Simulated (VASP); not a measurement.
# Y (P6_3/mmc) in VASP: notebook, part 2 of 2

VASP 6.6.1. The steps go on from the part before.

### Step 4. Single point, PBE (35.38 Å³/atom)

This run uses another cell than the first one, of 35.38 Å³/atom.

Input file INCAR:

```
SYSTEM = Y
  PREC = Accurate
  ENCUT = 520
  EDIFF = 1E-6
  ISMEAR = -1
  SIGMA = 0.05
  LREAL = .FALSE.
  LASPH = .TRUE.
  NELM = 60
  ALGO = Normal
  ISIF = 2
  LWAVE = .FALSE.
  LCHARG = .FALSE.
  GGA = PE
  NBANDS = 30
```

Input file KPOINTS:

```
regular mesh
0
G
  8 8 3
  0 0 0
```

Input file POSCAR:

```
Y
1.0
    3.6904778495      0.0000000000      0.0000000000
   -1.8452389247      3.1960475697      0.0000000000
    0.0000000000      0.0000000000     11.9999920442
Y
4
Direct
    0.6666666667      0.3333333333      0.7500000000
    0.0000000000      0.0000000000      0.5000000000
    0.3333333333      0.6666666667      0.2500000000
    0.0000000000      0.0000000000      0.0000000000
```

Potentials or basis: VASP PAW PBE potentials, release 64 (Y_sv).

Started as:

```sh
$ cat potpaw_PBE.64/Y_sv/POTCAR > POTCAR
$ mpirun -np 1 vasp_std > vasp.out
```

OUTCAR:

```text
SYSTEM = Y
   PREC = Accurate
   ENCUT = 520
   EDIFF = 1E-6
   ISMEAR = -1
   LREAL = .FALSE.
   LASPH = .TRUE.
   NELM = 60
   ISIF = 2
   GGA = PE

 ion  position               nearest neighbor table
   1  0.667  0.333  0.750-   2 3.68   4 3.68   2 3.68   4 3.68   2 3.68   4 3.68
   2  0.000  0.000  0.500-   1 3.68   3 3.68   3 3.68   1 3.68   1 3.68   3 3.68
   3  0.333  0.667  0.250-   2 3.68   4 3.68   2 3.68   4 3.68   2 3.68   4 3.68
   4  0.000  0.000  0.000-   1 3.68   3 3.68   3 3.68   1 3.68   1 3.68   3 3.68

  LATTYP: Found a hexagonal cell.
 ALAT       =     3.6904778495
 C/A-ratio  =     3.2516092857

  Lattice vectors:

 A1 = (   3.6904778495,   0.0000000000,   0.0000000000)
 A2 = (  -1.8452389247,   3.1960475697,   0.0000000000)
 A3 = (   0.0000000000,   0.0000000000,  11.9999920442)

Analysis of symmetry for initial positions (statically):
=====================================================================
 Subroutine PRICEL returns:
 Original cell was already a primitive cell.

 Routine SETGRP: Setting up the symmetry group for a
 hexagonal supercell.

 Subroutine GETGRP returns: Found 24 space group operations
 (whereof 12 operations were pure point group operations)
 out of a pool of 24 trial point group operations.

The static configuration has the point symmetry D_3d.
 The point group associated with its full space group is D_6h.

Analysis of symmetry for dynamics (positions and initial velocities):
=====================================================================
 Subroutine PRICEL returns:
 Original cell was already a primitive cell.

 Routine SETGRP: Setting up the symmetry group for a
 hexagonal supercell.

 Subroutine GETGRP returns: Found 24 space group operations
 (whereof 12 operations were pure point group operations)
 out of a pool of 24 trial point group operations.
[... 116 lines left out ...]
   ISMEAR =    -1;   SIGMA  =   0.05  broadening in eV -4-tet -1-fermi 0-gaus
   EFERMI_NEDOS =   21; number of points for ismear=-14 and -15
   IALGO  =     38    algorithm
   IMIX   =      4    mixing-type and parameters
     AMIX     =   0.40;   BMIX     =  1.00
     AMIX_MAG =   1.60;   BMIX_MAG =  1.00
  volume/ion in A,a.u.               =      35.38       238.79
  Fermi-wavevector in a.u.,A,eV,Ry     =   1.109005  2.095715 16.733694  1.229892
  Thomas-Fermi vector in A             =   2.245539
   LORBIT       =      0    0 simple, 1 ext, 2 COOP (PROOUT), +10 PAW based schemes
   GGA     = PE    functional components
   LHFCALC =     F    Hartree Fock is set to
   AEXX    =    0.0000 exact exchange contribution
   IVDW    =     0    specifies the selected vdW correction
   LEPSILON=     F    determine dielectric tensor
   LRPA    =     F    only Hartree local field effects (RPA)
 non-spin polarized calculation
  energy-cutoff  :      520.00
  volume of cell :      141.54
 maximum number of plane-waves:      3842
 NGX is ok and might be reduce to    28
   NGX = 13   NGY = 13   NGZ = 45

 number of electron      44.0000003 magnetization

 Free energy of the ion-electron system (eV)
  ---------------------------------------------------
  ext. energy  EPLUGINS =         0.00000000
  ---------------------------------------------------
  free energy    TOTEN  =       -25.60205305 eV

  energy without entropy =      -25.53779018  energy(sigma->0) =      -25.56992162

 E-fermi :   2.6808     XC(G=0):  -9.1439

 val. band max:        2.6743011042   @ k =   0.2500   0.0000   0.3333
 cond. band min:       2.6977597296   @ k =   0.2500   0.2500   0.3333
 fundamental gap:      0.0234586254
 Fermi energy:         2.6808398345

 k-point     1 :       0.0000    0.0000    0.0000
  band No.  band energies     occupation
      1     -40.2152      2.00000
      2     -40.1989      2.00000
      3     -40.1836      2.00000
      4     -40.1672      2.00000
      5     -20.3853      2.00000
      6     -20.1898      2.00000
[... 649 lines left out ...]
     29       4.8254      0.00000
     30       4.9740      0.00000

------------------------ aborting loop because EDIFF is reached ----------------------------------------

  FORCE on cell =-STRESS in cart. coord.  units (eV):
  Direction    XX          YY          ZZ          XY          YZ          ZX
  --------------------------------------------------------------------------------------
  -------------------------------------------------------------------------------------
  Total       -2.4881103     -2.4881103     -3.0248953     -0.0000000      0.0000000     -0.0000000
  in kB      -28.1645892    -28.1645892    -34.2408187     -0.0000000      0.0000000     -0.0000000
  external PRESSURE =     -30.1899990 kB  Pullay stress =       0.0000000 kB

 VOLUME and BASIS-vectors are now :
 -----------------------------------------------------------------------------
  energy-cutoff  :      520.00
  volume of cell :      141.54
      direct lattice vectors                 reciprocal lattice vectors
     3.690477850  0.000000000  0.000000000     0.270967620  0.156443228  0.000000000
    -1.845238925  3.196047570  0.000000000     0.000000000  0.312886457  0.000000000
     0.000000000  0.000000000 11.999992044     0.000000000  0.000000000  0.083333389

 POSITION                                       TOTAL-FORCE (eV/Angst)
 -----------------------------------------------------------------------------------
      1.84524      1.06535      8.99999        -0.000000     -0.000000      0.000000
      0.00000      0.00000      6.00000        -0.000000      0.000000     -0.000000
     -0.00000      2.13070      3.00000         0.000000      0.000000     -0.000000
      0.00000      0.00000      0.00000        -0.000000      0.000000     -0.000000
 -----------------------------------------------------------------------------------
    total drift:                                0.000000     -0.000000      0.000000

  FREE ENERGIE OF THE ION-ELECTRON SYSTEM (eV)
  ---------------------------------------------------
  free  energy   TOTEN  =       -25.6020530541 eV

  energy  without entropy=      -25.5377901839  energy(sigma->0) =      -25.56992162
```

OSZICAR:

```text
N       E                     dE             d eps       ncg     rms          rms(c)
DAV:   1     0.221155999302E+03    0.22116E+03   -0.21829E+04  1200   0.139E+03
DAV:   2    -0.443470270777E+01   -0.22559E+03   -0.21957E+03  1358   0.326E+02
DAV:   3    -0.250603808563E+02   -0.20626E+02   -0.19920E+02  1992   0.535E+01
DAV:   4    -0.264670308697E+02   -0.14067E+01   -0.13995E+01  1718   0.143E+01
DAV:   5    -0.265147507474E+02   -0.47720E-01   -0.47703E-01  1748   0.248E+00    0.432E+01
DAV:   6    -0.257659340173E+02    0.74882E+00   -0.97006E-01  1254   0.486E+00    0.266E+01
DAV:   7    -0.256234521892E+02    0.14248E+00   -0.18252E+00  1356   0.616E+00    0.235E+00
DAV:   8    -0.256040756028E+02    0.19377E-01   -0.36823E-01  1466   0.261E+00    0.170E+00
DAV:   9    -0.256023205286E+02    0.17551E-02   -0.63564E-03  1686   0.449E-01    0.534E-01
DAV:  10    -0.256021413473E+02    0.17918E-03   -0.42154E-03  1614   0.414E-01    0.708E-01
DAV:  11    -0.256020732105E+02    0.68137E-04   -0.92424E-04  1630   0.195E-01    0.212E-01
DAV:  12    -0.256020575580E+02    0.15653E-04   -0.14638E-04  1486   0.745E-02    0.823E-02
DAV:  13    -0.256020528787E+02    0.46793E-05   -0.80059E-06  1334   0.163E-02    0.254E-02
DAV:  14    -0.256020540370E+02   -0.11583E-05   -0.61648E-06  1388   0.229E-02    0.149E-02
DAV:  15    -0.256020530541E+02    0.98287E-06   -0.18406E-06   972   0.908E-03
   1 F= -.25602053E+02 E0= -.25569922E+02  d E =-.642629E-01
```

stdout:

```text
POSCAR found type information on POSCAR Y
 POSCAR found :  1 types and       4 ions
 scaLAPACK will be used
 LDA part: xc-table for (Slater+PW92), standard interpolation
 POSCAR, INCAR and KPOINTS ok, starting setup
 FFT: planning ... GRIDC
 FFT: planning ... GRID_SOFT
 FFT: planning ... GRID
 WAVECAR not read
 entering main loop
```

It took 2.5 min on 1 thread of Intel Xeon 8259CL, shared host; peak memory 0.28 GiB.

Results:

* Free energy: -25.6021 eV
* Pressure: -3.0 GPa
* Band gap on the k mesh: zero (bands 22 and 23 overlap by 1.01 eV)

Stress tensor (GPa, compression positive):
```
-2.82  0.00  0.00
 0.00 -2.82  0.00
 0.00  0.00 -3.42
```

Caveat: the cell stands under tension.

### Step 5. The runs side by side

| cell | gap on the mesh (eV) | pressure (GPa) |
| --- | --- | --- |
| a = 3.568, b = 3.568, c = 11.602 Å, angles 90.0, 90.0, 120.0°, 4 atoms | none | 0.5 |
| a = 3.618, b = 3.618, c = 11.765 Å, angles 90.0, 90.0, 120.0°, 4 atoms | none | -1.1 |
| a = 3.690, b = 3.690, c = 12.000 Å, angles 90.0, 90.0, 120.0°, 4 atoms | none | -3.0 |

Alike in all rows: task single point; level PBE; potentials or basis VASP PAW PBE potentials, release 64 (Y_sv); no spin polarisation; k mesh 8 × 8 × 3; cutoff (eV) 520; smearing fermi-dirac 0.05 eV.

Caveats: the cell stands under tension (at least some runs).

Total energies depend on the potentials used, so only differences within one code and one set of settings carry meaning.
